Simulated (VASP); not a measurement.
# Ge (Fd-3m) in VASP: a series of runs

The runs below take Ge through single point, relaxation of cell and atoms, with PBEsol.

All numbers are computed with VASP 6.6.1; they aren't measurements. Logs are shortened: lines on timing, memory, paths and dates and some standing lists are left out, and cuts for length are marked.

## (1) The cell of the first run

The structure is cubic, space group Fd-3m (No. 227). Conventional cell: a = 5.676 Å, b = 5.676 Å, c = 5.676 Å, α = 90.00°, β = 90.00°, γ = 90.00°. Ge (site symmetry -43m) has 4 Ge at 2.46 Å within 3.2 Å.

## (2) Single point, PBEsol

The input, INCAR:

```
SYSTEM = Ge
PREC = Accurate
ENCUT = 520
EDIFF = 1E-6
ISMEAR = 1
SIGMA = 0.05
LREAL = .False.
LASPH = .True.
NELM = 100
ALGO = Normal
ISIF = 2
LWAVE = .False.
LCHARG = .False.
GGA = PS
NBANDS = 21
```

The input, KPOINTS:

```
Automatic mesh
0
Gamma
  13 13 13
  0 0 0
```

The input, POSCAR:

```
Ge
1.0
    0.0000000000      2.8378229682      2.8378229682
    2.8378229682      0.0000000000      2.8378229682
    2.8378229682      2.8378229682      0.0000000000
Ge
2
Direct
    1.0000000000      1.0000000000      1.0000000000
    0.2500000000      0.2500000000      0.2500000000
```

Potentials or basis: VASP PAW PBE potentials, release 64 (Ge_d).

Launch:

```sh
$ cat potpaw_PBE.64/Ge_d/POTCAR > POTCAR
$ mpirun -np 1 vasp_std > vasp.out
```

OUTCAR:

```text
SYSTEM = Ge
   PREC = Accurate
   ENCUT = 520
   EDIFF = 1E-6
   ISMEAR = 1
   LREAL = .False.
   LASPH = .True.
   NELM = 100
   ISIF = 2
   GGA = PS

 ion  position               nearest neighbor table
   1  0.000  0.000  0.000-   2 2.46   2 2.46   2 2.46   2 2.46
   2  0.250  0.250  0.250-   1 2.46   1 2.46   1 2.46   1 2.46

  LATTYP: Found a face centered cubic cell.
 ALAT       =     5.6756459364

  Lattice vectors:

 A1 = (   0.0000000000,   2.8378229682,   2.8378229682)
 A2 = (   2.8378229682,   0.0000000000,   2.8378229682)
 A3 = (   2.8378229682,   2.8378229682,   0.0000000000)

Analysis of symmetry for initial positions (statically):
=====================================================================
 Subroutine PRICEL returns:
 Original cell was already a primitive cell.

 Routine SETGRP: Setting up the symmetry group for a
 face centered cubic supercell.

 Subroutine GETGRP returns: Found 48 space group operations
 (whereof 24 operations were pure point group operations)
 out of a pool of 48 trial point group operations.

The static configuration has the point symmetry T_d .
 The point group associated with its full space group is O_h .

Analysis of symmetry for dynamics (positions and initial velocities):
=====================================================================
 Subroutine PRICEL returns:
 Original cell was already a primitive cell.

 Routine SETGRP: Setting up the symmetry group for a
 face centered cubic supercell.

 Subroutine GETGRP returns: Found 48 space group operations
 (whereof 24 operations were pure point group operations)
 out of a pool of 48 trial point group operations.

The dynamic configuration has the point symmetry T_d .
 The point group associated with its full space group is O_h .

 Subroutine INISYM returns: Found 48 space group operations
 (whereof 24 operations are pure point group operations),
 and found     1 'primitive' translations

----------------------------------------------------------------------------------------

                                     Primitive cell

  volume of cell :      45.7073

  direct lattice vectors                    reciprocal lattice vectors
     0.000000000  2.837822968  2.837822968    -0.176191399  0.176191399  0.176191399
     2.837822968  0.000000000  2.837822968     0.176191399 -0.176191399  0.176191399
     2.837822968  2.837822968  0.000000000     0.176191399  0.176191399 -0.176191399

  length of vectors
     4.013287729  4.013287729  4.013287729     0.305172456  0.305172456  0.305172456

  position of ions in fractional coordinates (direct lattice)
     0.000000000  0.000000000  0.000000000
     0.250000000  0.250000000  0.250000000

  ion indices of the primitive-cell ions
   primitive index   ion index
                 1           1
                 2           2

----------------------------------------------------------------------------------------

 KPOINTS: Automatic mesh

Automatic generation of k-mesh.
 Grid dimensions read from file:
 generate k-points for:   13   13   13

 Generating k-lattice:

  Cartesian coordinates                     Fractional coordinates (reciprocal lattice)
    -0.013553185  0.013553185  0.013553185     0.076923077  0.000000000  0.000000000
     0.013553185 -0.013553185  0.013553185     0.000000000  0.076923077  0.000000000
     0.013553185  0.013553185 -0.013553185     0.000000000  0.000000000  0.076923077

  Length of vectors
     0.023474804  0.023474804  0.023474804

  Shift w.r.t. Gamma in fractional coordinates (k-lattice)
     0.000000000  0.000000000  0.000000000

 Subroutine IBZKPT returns following result:
 ===========================================

 Found     84 irreducible k-points:

 Following reciprocal coordinates:
            Coordinates               Weight
  0.000000  0.000000  0.000000      1.000000
  0.076923  0.000000  0.000000      8.000000
  0.153846  0.000000  0.000000      8.000000
  0.230769  0.000000  0.000000      8.000000
  0.307692  0.000000  0.000000      8.000000
  0.384615  0.000000  0.000000      8.000000
[... 16 lines left out ...]
  0.384615  0.153846  0.000000     24.000000
  0.461538  0.153846  0.000000     24.000000
 [... further k-points ...]
   k-points           NKPTS =     84   k-points in BZ     NKDIM =     84   number of bands    NBANDS=     21
   number of dos      NEDOS =    301   number of ions     NIONS =      2
   total plane-waves  NPLWV =  27000
   dimension x,y,z NGX =    30 NGY =   30 NGZ =   30
   dimension x,y,z NGXF=    60 NGYF=   60 NGZF=   60
   ions per type =               2
   NGX,Y,Z   is equivalent  to a cutoff of  12.43, 12.43, 12.43 a.u.
   NGXF,Y,Z  is equivalent  to a cutoff of  24.85, 24.85, 24.85 a.u.
 SYSTEM =  Ge
   PREC   = accura    normal or accurate (medium, high low for compatibility)
   ISTART =      0    job   : 0-new  1-cont  2-samecut
   ICHARG =      2    charge: 1-file 2-atom 10-const
   ISPIN  =      1    spin polarized calculation?
   LNONCOLLINEAR =      F non collinear calculations
   LSORBIT =      F    spin-orbit coupling
   LASPH  =      T    aspherical Exc in radial PAW
   ENCUT  =  520.0 eV  38.22 Ry    6.18 a.u.   7.46  7.46  7.46*2*pi/ulx,y,z
   NELM   =    100;   NELMIN=  2; NELMDL= -5     # of ELM steps
   EDIFF  = 0.1E-05   stopping-criterion for ELM
   LREAL  =      F    real-space projection
   EDIFFG = 0.1E-04   stopping-criterion for IOM
   NSW    =      0    number of steps for IOM
   IBRION =     -1    ionic relax: 0-MD 1-quasi-New 2-CG
   NFREE  =      0    steps in history (QN), initial steepest desc. (CG)
   ISIF   =      2    stress and relaxation
   ISYM   =      2    0-nonsym 1-usesym 2-fastsym
   POTIM  = 0.5000    time-step for ionic-motion
   TEBEG  =    0.0;   TEEND  =   0.0 temperature during run
   PSTRESS=    0.0 pullay stress
   NELECT =      28.0000    total number of electrons
   NUPDOWN=      -1.0000    fix difference up-down
   EMIN   =  10.00;   EMAX   =-10.00  energy-range for DOS
   EFERMI =   0.00;   METHOD = LEGACY
   ISMEAR =     1;   SIGMA  =   0.05  broadening in eV -4-tet -1-fermi 0-gaus
   EFERMI_NEDOS =   21; number of points for ismear=-14 and -15
   IALGO  =     38    algorithm
   IMIX   =      4    mixing-type and parameters
     AMIX     =   0.40;   BMIX     =  1.00
     AMIX_MAG =   1.60;   BMIX_MAG =  1.00
  volume/ion in A,a.u.               =      22.85       154.22
  Fermi-wavevector in a.u.,A,eV,Ry     =   1.390376  2.627429 26.302034  1.933145
  Thomas-Fermi vector in A             =   2.514317
   LORBIT       =      0    0 simple, 1 ext, 2 COOP (PROOUT), +10 PAW based schemes
   GGA     = PS    functional components
   LHFCALC =     F    Hartree Fock is set to
   AEXX    =    0.0000 exact exchange contribution
   IVDW    =     0    specifies the selected vdW correction
   LEPSILON=     F    determine dielectric tensor
   LRPA    =     F    only Hartree local field effects (RPA)
 non-spin polarized calculation
 Methfessel and Paxton  Order N= 1 SIGMA  =   0.05
  energy-cutoff  :      520.00
  volume of cell :       45.71
 maximum number of plane-waves:      1252
 NGX is ok and might be reduce to    30
   NGX = 15   NGY = 15   NGZ = 15

 number of electron      28.0000014 magnetization

 Free energy of the ion-electron system (eV)
  ---------------------------------------------------
  ext. energy  EPLUGINS =         0.00000000
  ---------------------------------------------------
  free energy    TOTEN  =        -9.87419165 eV

  energy without entropy =       -9.87418522  energy(sigma->0) =       -9.87418951

 E-fermi :   4.7817     XC(G=0): -10.0841

 val. band max:        4.7699089245   @ k =   0.0000   0.0000   0.0000
 cond. band min:       4.8763228043   @ k =   0.4615   0.0000   0.0000
 fundamental gap:      0.1064138798
 Fermi energy:         4.7817027836

 k-point     1 :       0.0000    0.0000    0.0000
  band No.  band energies     occupation
      1     -19.9789      2.00000
      2     -19.9789      2.00000
      3     -19.9789      2.00000
      4     -19.9431      2.00000
      5     -19.9431      2.00000
      6     -19.7360      2.00000
[... 13 lines left out ...]
     20      14.2248      0.00000
     21      14.2248      0.00000

 k-point     2 :       0.0769    0.0000    0.0000
  band No.  band energies     occupation
      1     -19.9826      2.00000
      2     -19.9826      2.00000
      3     -19.9779      2.00000
      4     -19.9381      2.00000
      5     -19.9381      2.00000
      6     -19.7420      2.00000
[... 13 lines left out ...]
     20      13.6875      0.00000
     21      13.6875      0.00000

 k-point     3 :       0.1538    0.0000    0.0000
  band No.  band energies     occupation
      1     -19.9894      2.00000
      2     -19.9894      2.00000
      3     -19.9753      2.00000
      4     -19.9278      2.00000
      5     -19.9278      2.00000
      6     -19.7514      2.00000
[... 13 lines left out ...]
     20      13.1193      0.00000
     21      13.1193      0.00000

 k-point     4 :       0.2308    0.0000    0.0000
  band No.  band energies     occupation
      1     -19.9955      2.00000
      2     -19.9955      2.00000
      3     -19.9714      2.00000
      4     -19.9174      2.00000
      5     -19.9174      2.00000
      6     -19.7597      2.00000
[... 13 lines left out ...]
     20      12.9843      0.00000
     21      12.9843      0.00000

 k-point     5 :       0.3077    0.0000    0.0000
  band No.  band energies     occupation
      1     -19.9996      2.00000
      2     -19.9996      2.00000
      3     -19.9673      2.00000
      4     -19.9092      2.00000
      5     -19.9092      2.00000
      6     -19.7656      2.00000
[... 13 lines left out ...]
     20      13.4126      0.00000
     21      13.4126      0.00000
[... 382 lines left out ...]
     20      13.5669      0.00000
     21      14.5651      0.00000

 k-point    22 :       0.3077    0.1538    0.0000
  band No.  band energies     occupation
      1     -20.0055      2.00000
      2     -19.9967      2.00000
      3     -19.9712      2.00000
      4     -19.9117      2.00000
      5     -19.8871      2.00000
      6     -19.8047      2.00000
[... 13 lines left out ...]
     20      14.1204      0.00000
     21      14.7131      0.00000

 k-point    23 :       0.3846    0.1538    0.0000
  band No.  band energies     occupation
      1     -20.0124      2.00000
      2     -20.0010      2.00000
      3     -19.9603      2.00000
      4     -19.9024      2.00000
      5     -19.8811      2.00000
      6     -19.8085      2.00000
[... 13 lines left out ...]
     20      14.3180      0.00000
     21      15.3812      0.00000

 k-point    24 :       0.4615    0.1538    0.0000
  band No.  band energies     occupation
      1     -20.0168      2.00000
      2     -20.0045      2.00000
      3     -19.9502      2.00000
      4     -19.8941      2.00000
      5     -19.8816      2.00000
      6     -19.8052      2.00000
[... 13 lines left out ...]
     20      15.6807      0.00000
     21      16.2059      0.00000

 [... further k-points ...]

------------------------ aborting loop because EDIFF is reached ----------------------------------------

  FORCE on cell =-STRESS in cart. coord.  units (eV):
  Direction    XX          YY          ZZ          XY          YZ          ZX
  --------------------------------------------------------------------------------------
  -------------------------------------------------------------------------------------
  Total       -0.1226120     -0.1226120     -0.1226120      0.0000000     -0.0000000      0.0000000
  in kB       -4.2979127     -4.2979127     -4.2979127      0.0000000     -0.0000000      0.0000000
  external PRESSURE =      -4.2979127 kB  Pullay stress =       0.0000000 kB

 VOLUME and BASIS-vectors are now :
 -----------------------------------------------------------------------------
  energy-cutoff  :      520.00
  volume of cell :       45.71
      direct lattice vectors                 reciprocal lattice vectors
     0.000000000  2.837822968  2.837822968    -0.176191399  0.176191399  0.176191399
     2.837822968  0.000000000  2.837822968     0.176191399 -0.176191399  0.176191399
     2.837822968  2.837822968  0.000000000     0.176191399  0.176191399 -0.176191399

 POSITION                                       TOTAL-FORCE (eV/Angst)
 -----------------------------------------------------------------------------------
      0.00000      0.00000      0.00000         0.000000      0.000000      0.000000
      1.41891      1.41891      1.41891        -0.000000     -0.000000     -0.000000
 -----------------------------------------------------------------------------------
    total drift:                                0.000000      0.000000      0.000000

  FREE ENERGIE OF THE ION-ELECTRON SYSTEM (eV)
  ---------------------------------------------------
  free  energy   TOTEN  =        -9.8741916484 eV

  energy  without entropy=       -9.8741852244  energy(sigma->0) =       -9.87418951
```

It took 64 s on 1 thread of Intel Xeon 8259CL, shared host; peak memory 0.21 GiB.

What came out:

```
Free energy            : -9.8742 eV
Pressure               : -0.4 GPa
Band gap on the k mesh : zero (filled and empty bands touch)
```

Levels at points of the mesh, in eV from the Fermi level:
```tsv
k point	band 12	band 13	band 14	band 15	band 16	band 17
(0.00, 0.00, 0.00)	-0.10	-0.01	-0.01	-0.01	2.52	2.52
```

Caveat: semilocal functionals underestimate gaps, so a narrow gap can read as zero; the PAW data sets were made with another functional, which shifts forces and pressure a little.

## (3) Single point, PBEsol

This run uses another cell than the first one, of 23.08 Å³/atom.

The input, INCAR:

```
  PREC = Accurate
  ENCUT = 520
  EDIFF = 1E-7
  ISMEAR = 1
  SIGMA = 0.05
  LREAL = False
  LASPH = True
  NELM = 60
  ALGO = Normal
  ISIF = 2
  LWAVE = False
  LCHARG = False
  GGA = PS
  NBANDS = 21
```

The input, KPOINTS:

```
regular mesh
0
Gamma
  13 13 13
```

The input, POSCAR:

```
Ge
1.0
    0.0000000000      2.8472510208      2.8472510208
    2.8472510208      0.0000000000      2.8472510208
    2.8472510208      2.8472510208      0.0000000000
Ge
2
Direct
    1.0000000000      1.0000000000      1.0000000000
    0.2500000000      0.2500000000      0.2500000000
```

Potentials or basis: VASP PAW PBE potentials, release 64 (Ge_d).

Launch:

```sh
$ cat potpaw_PBE.64/Ge_d/POTCAR > POTCAR
$ mpirun -np 1 vasp_std > vasp.out
```

Wall time 79 s (1 thread of Intel Xeon 8259CL, shared host); peak memory 0.21 GiB.

It converged, with:

```
Free energy            : -9.8731 eV
Pressure               : -0.8 GPa
Band gap on the k mesh : zero (filled and empty bands touch)
```

Levels at points of the mesh, in eV from the Fermi level:
| k point | band 10 | band 11 | band 12 | band 13 | band 14 | band 15 | band 16 | band 17 | band 18 | band 19 |
| --- | --- | --- | --- | --- | --- | --- | --- | --- | --- | --- |
| (0.00, 0.00, 0.00) | -24.50 | -12.67 | -0.20 | -0.02 | -0.02 | -0.02 | 2.51 | 2.51 | 2.51 | 6.16 |

Caveat: semilocal functionals underestimate gaps, so a narrow gap can read as zero; the PAW data sets were made with another functional, which shifts forces and pressure a little.

## (4) Relaxation of cell and atoms, PBEsol

The input, INCAR:

```
SYSTEM = Ge
PREC = Accurate ; ENCUT = 600
EDIFF = 1E-7 ; ISMEAR = 1
SIGMA = 0.05 ; LREAL = .FALSE.
LASPH = .TRUE. ; NELM = 100
ALGO = Normal ; ISIF = 3
LWAVE = .FALSE. ; LCHARG = .FALSE.
GGA = PS ; IBRION = 2
NSW = 80 ; EDIFFG = -0.03
```

The input, KPOINTS:

```
regular mesh
0
G
  13 13 13
  0 0 0
```

The input, POSCAR:

```
Ge
1.0
    0.0000000000      2.8378229682      2.8378229682
    2.8378229682      0.0000000000      2.8378229682
    2.8378229682      2.8378229682      0.0000000000
Ge
2
Direct
    1.0000000000      1.0000000000      1.0000000000
    0.2500000000      0.2500000000      0.2500000000
```

Launch:

```sh
$ cat potpaw_PBE.64/Ge_d/POTCAR > POTCAR
$ mpirun -np 1 vasp_std > vasp.out
```

Run time: 85 s. Hardware: 1 thread of AMD EPYC 7R13, shared host; peak memory 0.19 GiB.

Results (log left out):

* Free energy: -9.8744 eV
* Pressure after relaxing: -0.1 GPa
* Band gap on the k mesh: zero (filled and empty bands touch)

Final structure:
```yaml
crystal:
  lattice:
    - [0.00000, 2.83782, 2.83782]
    - [2.83782, 0.00000, 2.83782]
    - [2.83782, 2.83782, 0.00000]
  atoms:
    - { symbol: Ge, position: [0.00000, 0.00000, 0.00000] }
    - { symbol: Ge, position: [0.25000, 0.25000, 0.25000] }
```

Levels at points of the mesh, in eV from the Fermi level:
```csv
k point,band 12,band 13,band 14,band 15,band 16,band 17
"(0.00, 0.00, 0.00)",-0.10,-0.01,-0.01,-0.01,2.52,2.52
```

Caveat: the relaxation stopped at its first step, so nothing moved; semilocal functionals underestimate gaps, so a narrow gap can read as zero; the PAW data sets were made with another functional, which shifts forces and pressure a little.

## (5) Overview

| task | cell | cutoff (eV) | gap on the mesh (eV) | pressure (GPa) |
| --- | --- | --- | --- | --- |
| single point | a = 4.013 Å, angles 60.0°, 2 atoms | 520 | none | -0.4 |
| single point | a = 4.027 Å, angles 60.0°, 2 atoms | 520 | none | -0.8 |
| relaxation of cell and atoms | relaxed from a = 4.013 Å, angles 60.0°, 2 atoms | 600 | none | -0.1 |

Alike in all rows: level PBEsol; potentials or basis VASP PAW PBE potentials, release 64 (Ge_d); no spin polarisation; k mesh 13 × 13 × 13; smearing methfessel-paxton 0.05 eV.

Caveats: semilocal functionals underestimate gaps, so a narrow gap can read as zero; the PAW data sets were made with another functional, which shifts forces and pressure a little; the relaxation stopped at its first step, so nothing moved (at least some runs).

Total energies depend on the potentials used, so only differences within one code and one set of settings carry meaning.
